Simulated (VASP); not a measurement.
**Rh: single point with r2SCAN**

The system is Rh.

```
Rh
1.0
     2.61662    0.00000    0.00000
    -1.30831    2.26606    0.00000
     0.00000    0.00000    8.53882
Rh
4
Direct
  0.00000 0.00000 0.00000
  0.00000 0.00000 0.50000
  0.33333 0.66667 0.25000
  0.66667 0.33333 0.75000
```

This isn't the form of Rh at room conditions, which is fcc.

```yaml
Program: VASP 6.6.1
Task: single point
Functional: r2SCAN
Potentials_or_basis: VASP PAW PBE potentials, release 64 (Rh_pv)
Cutoff: 520 eV
k_mesh: 15 × 15 × 4
Occupations: fermi-dirac, width 0.1 eV
Spin: no spin polarisation
Dipole_correction: no
Further_INCAR_settings: ALGO = Normal; EDIFF = 1e-06; NBANDS = 38
```

- Pressure: 30.5 GPa
- Band gap on the k mesh: zero (bands 30 and 31 overlap by 2.22 eV)

Stress tensor (GPa, compression positive):
```
30.45  0.00  0.00
 0.00 30.45  0.00
 0.00  0.00 30.73
```

Levels at points of the mesh, in eV from the Fermi level:
```
           k point  band 26  band 27  band 28  band 29  band 30  band 31  band 32  band 33  band 34  band 35
(0.00, 0.00, 0.00)    -3.10    -3.10    -1.74    -1.74    -1.03    -1.03    -0.42    -0.42     0.51     0.51
(0.00, 0.00, 0.50)    -3.37    -1.37    -1.37    -1.37    -1.37    -1.21    -1.21     0.09     0.09     0.09
```

Run time: 5.3 min on 1 thread of AMD EPYC 9R45 96-Core Processor (Zen 5), with other jobs on the host, peak memory 0.21 GiB.

Caveat: the cell stands under pressure; the PAW data sets were made with another functional, which shifts forces and pressure a little.
